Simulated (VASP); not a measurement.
# TiSi2 (Fdd2) in VASP: notebook

Runs on TiSi2. Level: PBE. Tasks: single point.

Program: VASP 6.6.1. These are calculated values, not measurements. Logs are shortened: lines on timing, memory, paths and dates and some standing lists are left out, and cuts for length are marked.

### Step 1. The cell of the first run

The structure is orthorhombic, space group Fdd2 (No. 43). Conventional cell: a = 4.808 Å, b = 8.270 Å, c = 8.559 Å, α = 90.00°, β = 90.00°, γ = 90.00°. Within 3.2 Å of Ti (site symmetry 2) lie 10 Si at 2.45 to 2.79 Å. Within 3.2 Å of Si (site symmetry 1) lie 5 Ti at 2.45 to 2.79 Å and 5 Si at 2.53 to 2.80 Å.

### Step 2. Single point, PBE (all Ti atoms moved +0.125 Å, as atom 1 along Cartesian [0 0 1])

INCAR

```
SYSTEM = TiSi2
  PREC = Accurate
  ENCUT = 520
  EDIFF = 1E-6
  ISMEAR = 0
  SIGMA = 0.15
  LREAL = .FALSE.
  LASPH = .TRUE.
  NELM = 60
  ALGO = Normal
  ISIF = 2
  LWAVE = .FALSE.
  LCHARG = .FALSE.
  GGA = PE
  NBANDS = 29
```

KPOINTS

```
Automatic mesh
0
G
  14 14 14
  0 0 0
```

POSCAR

```
TiSi2
1.0
    0.0000000000      4.1351811254      4.2795976059
    2.4038689114      0.0000000000      4.2795976059
    2.4038689114      4.1351811254      0.0000000000
Ti Si
2 4
Direct
    0.7646041768      0.7646041768      0.7353958232
    0.5146041768      0.5146041768      0.4853958232
    0.0868244589      0.4131755411      0.0868244589
    0.4131755411      0.0868244589      0.4131755411
    0.1631755411      0.8368244589      0.1631755411
    0.8368244589      0.1631755411      0.8368244589
```

Potentials or basis: VASP PAW PBE potentials, release 64 (Ti_sv, Si).

Launch:

```sh
$ cat potpaw_PBE.64/Ti_sv/POTCAR potpaw_PBE.64/Si/POTCAR > POTCAR
$ mpirun -np 1 vasp_std > vasp.out
```

OUTCAR:

```text
SYSTEM = TiSi2
   PREC = Accurate
   ENCUT = 520
   EDIFF = 1E-6
   ISMEAR = 0
   LREAL = .FALSE.
   LASPH = .TRUE.
   NELM = 60
   ISIF = 2
   GGA = PE

 ion  position               nearest neighbor table
   1  0.765  0.765  0.735-   6 2.45   5 2.45   6 2.66   5 2.66   3 2.76   4 2.76   3 2.76   4 2.76
                             3 2.79   4 2.79
   2  0.515  0.515  0.485-   3 2.45   4 2.45   3 2.66   4 2.66   5 2.76   6 2.76   5 2.76   6 2.76
                             5 2.79   6 2.79
   3  0.087  0.413  0.087-   2 2.45   5 2.53   5 2.53   2 2.66   4 2.70   1 2.76   1 2.76   1 2.79
                             4 2.80   4 2.80
   4  0.413  0.087  0.413-   2 2.45   6 2.53   6 2.53   2 2.66   3 2.70   1 2.76   1 2.76   1 2.79
                             3 2.80   3 2.80
   5  0.163  0.837  0.163-   1 2.45   3 2.53   3 2.53   1 2.66   6 2.70   2 2.76   2 2.76   2 2.79
                             6 2.80   6 2.80
   6  0.837  0.163  0.837-   1 2.45   4 2.53   4 2.53   1 2.66   5 2.70   2 2.76   2 2.76   2 2.79
                             5 2.80   5 2.80

  LATTYP: Found a face centered orthorhombic cell.
 ALAT       =     4.8077378228
 B/A-ratio  =     1.7202190626
 C/A-ratio  =     1.7802957497

  Lattice vectors:

 A1 = (   0.0000000000,   4.1351811254,   4.2795976059)
 A2 = (   2.4038689114,   0.0000000000,   4.2795976059)
 A3 = (   2.4038689114,   4.1351811254,   0.0000000000)

Analysis of symmetry for initial positions (statically):
=====================================================================
 Subroutine PRICEL returns:
 Original cell was already a primitive cell.

 Routine SETGRP: Setting up the symmetry group for a
 face centered orthorhombic supercell.

 Subroutine GETGRP returns: Found  4 space group operations
 (whereof  2 operations were pure point group operations)
 out of a pool of  8 trial point group operations.

The static configuration has the point symmetry C_2 .
 The point group associated with its full space group is C_2v.

Analysis of symmetry for dynamics (positions and initial velocities):
=====================================================================
 Subroutine PRICEL returns:
 Original cell was already a primitive cell.

 Routine SETGRP: Setting up the symmetry group for a
 face centered orthorhombic supercell.

 Subroutine GETGRP returns: Found  4 space group operations
 (whereof  2 operations were pure point group operations)
 out of a pool of  8 trial point group operations.

The dynamic configuration has the point symmetry C_2 .
 The point group associated with its full space group is C_2v.

 Subroutine INISYM returns: Found  4 space group operations
 (whereof  2 operations are pure point group operations),
 and found     1 'primitive' translations

----------------------------------------------------------------------------------------

                                     Primitive cell

  volume of cell :      85.0821

  direct lattice vectors                    reciprocal lattice vectors
     0.000000000  4.135181125  4.279597606    -0.207998031  0.120913688  0.116833414
     2.403868911  0.000000000  4.279597606     0.207998031 -0.120913688  0.116833414
     2.403868911  4.135181125  0.000000000     0.207998031  0.120913688 -0.116833414

  length of vectors
     5.951023324  4.908517231  4.783127500     0.267457188  0.267457188  0.267457188

  position of ions in fractional coordinates (direct lattice)
     0.764604177  0.764604177  0.735395823
     0.514604177  0.514604177  0.485395823
     0.086824459  0.413175541  0.086824459
     0.413175541  0.086824459  0.413175541
     0.163175541  0.836824459  0.163175541
     0.836824459  0.163175541  0.836824459

  ion indices of the primitive-cell ions
   primitive index   ion index
                 1           1
                 2           2
                 3           3
                 4           4
                 5           5
                 6           6

----------------------------------------------------------------------------------------

 KPOINTS: Automatic mesh

Automatic generation of k-mesh.
 Grid dimensions read from file:
 generate k-points for:   14   14   14

 Generating k-lattice:

  Cartesian coordinates                     Fractional coordinates (reciprocal lattice)
    -0.014857002  0.008636692  0.008345244     0.071428571  0.000000000  0.000000000
     0.014857002 -0.008636692  0.008345244     0.000000000  0.071428571  0.000000000
     0.014857002  0.008636692 -0.008345244     0.000000000  0.000000000  0.071428571

  Length of vectors
     0.019104085  0.019104085  0.019104085

  Shift w.r.t. Gamma in fractional coordinates (k-lattice)
     0.000000000  0.000000000  0.000000000

 Subroutine IBZKPT returns following result:
 ===========================================

 Found    428 irreducible k-points:

 Following reciprocal coordinates:
            Coordinates               Weight
  0.000000  0.000000  0.000000      1.000000
  0.071429  0.000000  0.000000      8.000000
  0.142857  0.000000  0.000000      8.000000
  0.214286  0.000000  0.000000      8.000000
  0.285714  0.000000 -0.000000      8.000000
  0.357143  0.000000  0.000000      8.000000
[... 16 lines left out ...]
  0.214286  0.142857  0.000000      8.000000
  0.285714  0.142857  0.000000      8.000000
 [... further k-points ...]
   k-points           NKPTS =    428   k-points in BZ     NKDIM =    428   number of bands    NBANDS=     29
   number of dos      NEDOS =    301   number of ions     NIONS =      6
   total plane-waves  NPLWV =  69120
   dimension x,y,z NGX =    48 NGY =   40 NGZ =   36
   dimension x,y,z NGXF=    96 NGYF=   80 NGZF=   72
   ions per type =               2   4
   NGX,Y,Z   is equivalent  to a cutoff of  13.41, 13.55, 12.51 a.u.
   NGXF,Y,Z  is equivalent  to a cutoff of  26.82, 27.10, 25.02 a.u.
 SYSTEM =  TiSi2
   PREC   = accura    normal or accurate (medium, high low for compatibility)
   ISTART =      0    job   : 0-new  1-cont  2-samecut
   ICHARG =      2    charge: 1-file 2-atom 10-const
   ISPIN  =      1    spin polarized calculation?
   LNONCOLLINEAR =      F non collinear calculations
   LSORBIT =      F    spin-orbit coupling
   LASPH  =      T    aspherical Exc in radial PAW
   ENCUT  =  520.0 eV  38.22 Ry    6.18 a.u.  11.06  9.13  8.89*2*pi/ulx,y,z
   NELM   =     60;   NELMIN=  2; NELMDL= -5     # of ELM steps
   EDIFF  = 0.1E-05   stopping-criterion for ELM
   LREAL  =      F    real-space projection
   EDIFFG = 0.1E-04   stopping-criterion for IOM
   NSW    =      0    number of steps for IOM
   IBRION =     -1    ionic relax: 0-MD 1-quasi-New 2-CG
   NFREE  =      0    steps in history (QN), initial steepest desc. (CG)
   ISIF   =      2    stress and relaxation
   ISYM   =      2    0-nonsym 1-usesym 2-fastsym
   POTIM  = 0.5000    time-step for ionic-motion
   TEBEG  =    0.0;   TEEND  =   0.0 temperature during run
   PSTRESS=    0.0 pullay stress
   NELECT =      40.0000    total number of electrons
   NUPDOWN=      -1.0000    fix difference up-down
   EMIN   =  10.00;   EMAX   =-10.00  energy-range for DOS
   EFERMI =   0.00;   METHOD = LEGACY
   ISMEAR =     0;   SIGMA  =   0.15  broadening in eV -4-tet -1-fermi 0-gaus
   EFERMI_NEDOS =   21; number of points for ismear=-14 and -15
   IALGO  =     38    algorithm
   IMIX   =      4    mixing-type and parameters
     AMIX     =   0.40;   BMIX     =  1.00
     AMIX_MAG =   1.60;   BMIX_MAG =  1.00
  volume/ion in A,a.u.               =      14.18        95.69
  Fermi-wavevector in a.u.,A,eV,Ry     =   1.272962  2.405549 22.047316  1.620432
  Thomas-Fermi vector in A             =   2.405812
   LORBIT       =      0    0 simple, 1 ext, 2 COOP (PROOUT), +10 PAW based schemes
   GGA     = PE    functional components
   LHFCALC =     F    Hartree Fock is set to
   AEXX    =    0.0000 exact exchange contribution
   IVDW    =     0    specifies the selected vdW correction
   LEPSILON=     F    determine dielectric tensor
   LRPA    =     F    only Hartree local field effects (RPA)
 non-spin polarized calculation
 Gauss-broadening in eV      SIGMA  =   0.15
  energy-cutoff  :      520.00
  volume of cell :       85.08
 maximum number of plane-waves:      2310
 NGX is ok and might be reduce to    48
   NGX = 23   NGY = 19   NGZ = 17

 number of electron      40.0000004 magnetization

 Free energy of the ion-electron system (eV)
  ---------------------------------------------------
  ext. energy  EPLUGINS =         0.00000000
  ---------------------------------------------------
  free energy    TOTEN  =       -40.50976047 eV

  energy without entropy =      -40.48385251  energy(sigma->0) =      -40.49680649

 E-fermi :  10.0110     XC(G=0): -11.6697

 val. band max:       10.0073401574   @ k =  -0.2857   0.1429   0.0714
 cond. band min:      10.0134175538   @ k =  -0.3571   0.0714  -0.0000
 fundamental gap:      0.0060773964
 Fermi energy:        10.0109550566

 k-point     1 :       0.0000    0.0000    0.0000
  band No.  band energies     occupation
      1     -46.2841      2.00000
      2     -46.2572      2.00000
      3     -22.6595      2.00000
      4     -22.6531      2.00000
      5     -22.5723      2.00000
      6     -22.5579      2.00000
[... 21 lines left out ...]
     28      13.6902      0.00000
     29      13.7714      0.00000

 k-point     2 :       0.0714    0.0000    0.0000
  band No.  band energies     occupation
      1     -46.2839      2.00000
      2     -46.2575      2.00000
      3     -22.6593      2.00000
      4     -22.6528      2.00000
      5     -22.5737      2.00000
      6     -22.5579      2.00000
[... 21 lines left out ...]
     28      13.6958      0.00000
     29      13.7635      0.00000

 k-point     3 :       0.1429    0.0000    0.0000
  band No.  band energies     occupation
      1     -46.2831      2.00000
      2     -46.2582      2.00000
      3     -22.6596      2.00000
      4     -22.6513      2.00000
      5     -22.5779      2.00000
      6     -22.5580      2.00000
[... 638 lines left out ...]
      5     -22.5872      2.00000
      6     -22.5547      2.00000
[... 21 lines left out ...]
     28      13.7840      0.00000
     29      14.2424      0.00000

 k-point    24 :       0.2857    0.1429    0.0000
  band No.  band energies     occupation
      1     -46.2806      2.00000
      2     -46.2606      2.00000
      3     -22.6564      2.00000
      4     -22.6406      2.00000
      5     -22.5945      2.00000
      6     -22.5552      2.00000
[... 21 lines left out ...]
     28      13.9338      0.00000
     29      14.3063      0.00000

 [... further k-points ...]

------------------------ aborting loop because EDIFF is reached ----------------------------------------

  FORCE on cell =-STRESS in cart. coord.  units (eV):
  Direction    XX          YY          ZZ          XY          YZ          ZX
  --------------------------------------------------------------------------------------
  -------------------------------------------------------------------------------------
  Total        0.3811286      0.0354876      1.2479193      0.0000000      0.0000000      0.0000000
  in kB        7.1770161      0.6682656     23.4995107      0.0000000      0.0000000      0.0000000
  external PRESSURE =      10.4482641 kB  Pullay stress =       0.0000000 kB

 VOLUME and BASIS-vectors are now :
 -----------------------------------------------------------------------------
  energy-cutoff  :      520.00
  volume of cell :       85.08
      direct lattice vectors                 reciprocal lattice vectors
     0.000000000  4.135181125  4.279597606    -0.207998031  0.120913688  0.116833414
     2.403868911  0.000000000  4.279597606     0.207998031 -0.120913688  0.116833414
     2.403868911  4.135181125  0.000000000     0.207998031  0.120913688 -0.116833414

 POSITION                                       TOTAL-FORCE (eV/Angst)
 -----------------------------------------------------------------------------------
      3.60580      6.20277      6.54440         0.000000     -0.000000     -1.661675
      2.40387      4.13518      4.40460        -0.000000      0.000000     -1.661675
      1.20193      0.71807      2.13980        -0.407101      0.067412      0.830838
      1.20193      3.41711      2.13980         0.407101     -0.067412      0.830838
      2.40387      1.34952      4.27960        -0.407101     -0.067412      0.830838
      2.40387      6.92084      4.27960         0.407101      0.067412      0.830838
 -----------------------------------------------------------------------------------
    total drift:                               -0.000010      0.000011      0.000126

  FREE ENERGIE OF THE ION-ELECTRON SYSTEM (eV)
  ---------------------------------------------------
  free  energy   TOTEN  =       -40.5097604703 eV

  energy  without entropy=      -40.4838525067  energy(sigma->0) =      -40.49680649
```

It took 8.6 min on 1 thread of Intel Xeon 6975P-C (Granite Rapids), shared host; peak memory 0.88 GiB.

What came out:

* Free energy: -40.5098 eV
* Pressure: 1.0 GPa
* Largest force: 1.662 eV/Å
* Band gap on the k mesh: zero (band 20 reaches 10.68 eV, above the bottom of band 21 at 8.87 eV)

Forces on the atoms (eV/Å):
```
Ti   0.000  0.000 -1.662
Ti   0.000  0.000 -1.662
Si  -0.407  0.067  0.831
Si   0.407 -0.067  0.831
Si  -0.407 -0.067  0.831
Si   0.407  0.067  0.831
```

Caveat: the cell differs from its parent crystal (all Ti atoms moved +0.125 Å, as atom 1 along Cartesian [0 0 1]); forces of over 1 eV/Å act on the atoms, so gaps and moduli don't describe the material at rest.

### Step 3. Single point, PBE (all Ti atoms moved +0.375 Å, as atom 1 along Cartesian [0 0 1])

INCAR

```
PREC     = Accurate       # precision mode
ENCUT    = 520            # plane-wave cutoff, eV
EDIFF    = 1E-6           # SCF threshold, eV
ISMEAR   = 0              # smearing method
SIGMA    = 0.15           # smearing width, eV
LREAL    = F              # projectors in reciprocal space
LASPH    = T              # aspherical terms in the spheres
NELM     = 80             # most SCF steps
ALGO     = Normal         # electronic algorithm
ISIF     = 2              # what is computed and relaxed
LWAVE    = F              # write WAVECAR
LCHARG   = T              # write CHGCAR
GGA      = PE             # functional
LELF     = T              # ELF
LVHAR    = T            
NBANDS   = 29             # bands
```

KPOINTS

```
regular mesh
0
Gamma
  14 14 14
```

Edit POSCAR of step 2 so:

```diff
@@ -8,4 +8,4 @@
 Direct
-    0.7646041768      0.7646041768      0.7353958232
-    0.5146041768      0.5146041768      0.4853958232
+    0.7938125304      0.7938125304      0.7061874696
+    0.5438125304      0.5438125304      0.4561874696
     0.0868244589      0.4131755411      0.0868244589
```

Potentials or basis: VASP PAW PBE potentials, release 64 (Ti_sv, Si).

Launch:

```sh
$ cat potpaw_PBE.64/Ti_sv/POTCAR potpaw_PBE.64/Si/POTCAR > POTCAR
$ mpirun -np 1 vasp_std > vasp.out
```

Run time: 9.6 min. Hardware: 1 thread of Intel Xeon 6975P-C (Granite Rapids), shared host; peak memory 0.88 GiB.

Results (log left out):

- Free energy: -38.7251 eV
- Pressure: 9.6 GPa
- Largest force: 5.720 eV/Å
- Band gap on the k mesh: zero (band 20 reaches 10.63 eV, above the bottom of band 21 at 8.76 eV)

Forces on the atoms (eV/Å):
```
Ti   0.000  0.000 -5.720
Ti   0.000  0.000 -5.720
Si  -1.557  0.592  2.860
Si   1.557 -0.592  2.860
Si  -1.557 -0.592  2.860
Si   1.557  0.592  2.860
```

Stress tensor (GPa, compression positive):
```
 7.82  0.00  0.00
 0.00  2.40  0.00
 0.00  0.00 18.47
```

Levels at points of the mesh, in eV from the Fermi level:
```csv
k point,band 16,band 17,band 18,band 19,band 20,band 21,band 22,band 23,band 24,band 25
"(0.00, 0.00, 0.00)",-2.18,-2.09,-2.00,-1.69,-1.39,-1.01,1.95,2.46,2.85,3.10
"(0.50, 0.00, 0.00)",-2.30,-1.68,-1.10,-0.14,0.13,0.89,1.15,1.96,2.05,2.62
"(0.50, 0.50, 0.00)",-2.77,-1.48,-1.48,-1.14,-1.14,0.75,0.75,3.23,3.23,3.23
"(0.50, 0.00, 0.50)",-2.35,-2.12,-2.12,-0.85,-0.85,1.21,1.21,2.95,2.95,3.08
"(0.00, 0.50, 0.50)",-1.72,-0.74,-0.74,-0.50,-0.50,0.93,0.93,2.22,2.22,2.79
```

Caveat: the cell differs from its parent crystal (all Ti atoms moved +0.375 Å, as atom 1 along Cartesian [0 0 1]); forces of over 1 eV/Å act on the atoms, so gaps and moduli don't describe the material at rest.
